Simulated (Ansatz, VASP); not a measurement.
# Na in VASP and in Ansatz

```xyz
1
Lattice="-2.0751 2.0751 2.1175 2.0751 -2.0751 2.1175 2.0751 2.0751 -2.1175" Properties=species:S:1:pos:R:3 pbc="T T T"
Na    0.0000    0.0000    0.0000
```

Change from the starting cell: equal xx and yy strain of -2 %.

Alike in both runs: task single point; functional PBEsol; k mesh 12 × 12 × 12; occupations fermi-dirac, width 0.05 eV; no spin polarisation.

|  | VASP | Ansatz |
| --- | --- | --- |
| version | VASP 6.6.1 | Ansatz 0.2.0 |
| potentials or method | VASP PAW PBE potentials, release 64 (Na_pv), cutoff 520 eV | all-electron LAPW, scalar-relativistic |

```csv
,VASP,Ansatz,Ansatz less VASP
pressure (GPa),-0.1,0.0,+0.02
```

VASP's potentials were made for PBE, not for PBEsol. Ansatz ran all-electron here, and VASP with PAW potentials.
